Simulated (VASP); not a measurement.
The system is TiO2.

```xyz
9
Lattice="5.5822 0.0000 0.0000 -2.7911 4.8343 0.0000 0.0000 0.0000 6.0825" Properties=species:S:1:pos:R:3 pbc="T T T"
Ti    2.6065    0.0000    2.0275
Ti   -1.3033    2.2573    4.0550
Ti    1.4878    2.5770    0.0000
O     0.8672    4.1161    0.7339
O     3.6583    0.7182    3.3210
O     0.3400    2.0253    4.7889
O     3.1311    2.8091    5.3485
O    -1.2072    3.5273    2.7614
O     1.5840    1.3071    1.2936
```

```yaml
Program: VASP 6.6.1
Task: relaxation of cell and atoms
Functional: PBE
Potentials_or_basis: VASP PAW PBE potentials, release 64 (Ti_sv, O)
Cutoff: 600 eV
k_mesh: 5 × 5 × 4
Occupations: fermi-dirac, width 0.05 eV
Spin: no spin polarisation
```

At the start: pressure 1.8 GPa; volume 18.24 Å³/atom.

Problem. How do energy, volume and symmetry change on relaxing?

Solution. Over 29 steps the energy falls by 5.1 meV/atom and the volume is 19.78 Å³/atom (+8.5 %); space group P3_121 (No. 152, to 0.1 Å) before and after.

Step by step:
| step | energy change (eV) | largest force (eV/Å) | pressure (GPa) | volume (Å³) |
| --- | --- | --- | --- | --- |
| 1 | 0.0000 | 0.0902 | 1.76 | 164.14 |
| 2 | 0.0052 | 0.2132 | -1.90 | 168.95 |
| 3 | -0.0122 | 0.0510 | 0.03 | 166.32 |
| 4 | -0.0122 | 0.0482 | 0.06 | 166.27 |
| 5 | -0.0129 | 0.0449 | 0.08 | 166.43 |
| 6 | -0.0145 | 0.0363 | 0.07 | 166.91 |
| 7 | -0.0164 | 0.0422 | 0.05 | 167.88 |
| 8 | -0.0149 | 0.0953 | -0.02 | 169.82 |
| 9 | -0.0167 | 0.0561 | 0.01 | 168.46 |
| 10 | -0.0176 | 0.0546 | -0.01 | 168.73 |
| 11 | -0.0201 | 0.0518 | -0.14 | 169.51 |
| 12 | -0.0239 | 0.0527 | -0.41 | 171.09 |
| 13 | -0.0268 | 0.0780 | -1.02 | 174.28 |
| 14 | -0.0270 | 0.0773 | -1.00 | 174.31 |
| 15 | -0.0276 | 0.0753 | -0.97 | 174.42 |
| 16 | -0.0288 | 0.0707 | -0.94 | 174.63 |
| 17 | -0.0310 | 0.0626 | -0.85 | 175.05 |
| 18 | -0.0345 | 0.0484 | -0.72 | 175.90 |
| 19 | -0.0392 | 0.0386 | -0.57 | 177.61 |
| 20 | -0.0412 | 0.0703 | -0.79 | 181.05 |
| 21 | -0.0416 | 0.0591 | -0.63 | 179.84 |
| 22 | -0.0437 | 0.0351 | -0.16 | 178.90 |
| 23 | -0.0438 | 0.0305 | 0.02 | 178.55 |
| 24 | -0.0442 | 0.0285 | 0.00 | 178.53 |
| 25 | -0.0450 | 0.0230 | -0.02 | 178.45 |
| 26 | -0.0459 | 0.0177 | -0.06 | 178.29 |
| 27 | -0.0460 | 0.0216 | -0.09 | 178.22 |
| 28 | -0.0459 | 0.0242 | 0.15 | 177.83 |
| 29 | -0.0461 | 0.0089 | 0.03 | 178.05 |

Final structure:
```
Ti O
1.0
     5.72442    0.00000    0.00000
    -2.86221    4.95749    0.00000
     0.00000    0.00000    6.27420
Ti O
3 6
Direct
  0.48504 0.00000 0.33333
  0.00000 0.48504 0.66667
  0.51496 0.51496 0.00000
  0.57551 0.81569 0.14535
  0.75982 0.18431 0.52131
  0.24018 0.42449 0.81202
  0.81569 0.57551 0.85465
  0.18431 0.75982 0.47869
  0.42449 0.24018 0.18798
```
